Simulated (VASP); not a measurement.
Set up this calculation in VASP 6.6.1, as the native input.

```yaml
Task: electric field gradients
Functional: PBE
Potentials_or_basis: VASP PAW PBE potentials, release 64 (Sc_sv, Al)
Cutoff: 520 eV
k_mesh: 8 × 8 × 8
Occupations: fermi-dirac, width 0.05 eV
Spin: no spin polarisation
Dipole_correction: no
Further_INCAR_settings: ALGO = Normal; EDIFF = 1e-08; NBANDS = 18
```

The structure of ScAl3 lies in POSCAR:

```
ScAl3
1.0
    4.0878065700      0.0000000000      0.0000000000
    0.0000000000      4.0878065700      0.0000000000
    0.0000000000      0.0000000000      4.0878065700
Sc Al
1 3
Direct
    0.0000000000      0.0000000000      0.0000000000
    0.5000000000      0.0000000000      0.5000000000
    0.0000000000      0.5000000000      0.5000000000
    0.5000000000      0.5000000000      0.0000000000
```

These files were run (other wordings do the same):

INCAR

```
SYSTEM = ScAl3
PREC = Accurate
ENCUT = 520
EDIFF = 1E-8
ISMEAR = -1
SIGMA = 0.05
LREAL = .False.
LASPH = .True.
NELM = 100
ALGO = Normal
ISIF = 2
LWAVE = .False.
LCHARG = .False.
GGA = PE
LEFG = .True.
NBANDS = 18
```

KPOINTS

```
Automatic mesh
0
Gamma
  8 8 8
  0 0 0
```

Potentials or basis: VASP PAW PBE potentials, release 64 (Sc_sv, Al).

Command:

```sh
$ cat potpaw_PBE.64/Sc_sv/POTCAR potpaw_PBE.64/Al/POTCAR > POTCAR
$ mpirun -np 1 vasp_std > vasp.out
```

Results of the run:

```yaml
Pressure: 1.2 GPa
Band_gap_on_the_k_mesh: zero (bands 10 and 11 overlap by 3.82 eV)
Largest_electric_field_gradient_by_atom: Sc +0.0; Al +20.2 V/Å²
```

Caveat: without QUAD_EFG the Cq values of the log hold for a quadrupole moment of 1 mb, not for the nuclei.

Run time: 36 s on 1 thread of Intel(R) Xeon(R) Platinum 8488C (Sapphire Rapids), with other jobs on the host, peak memory 0.18 GiB.
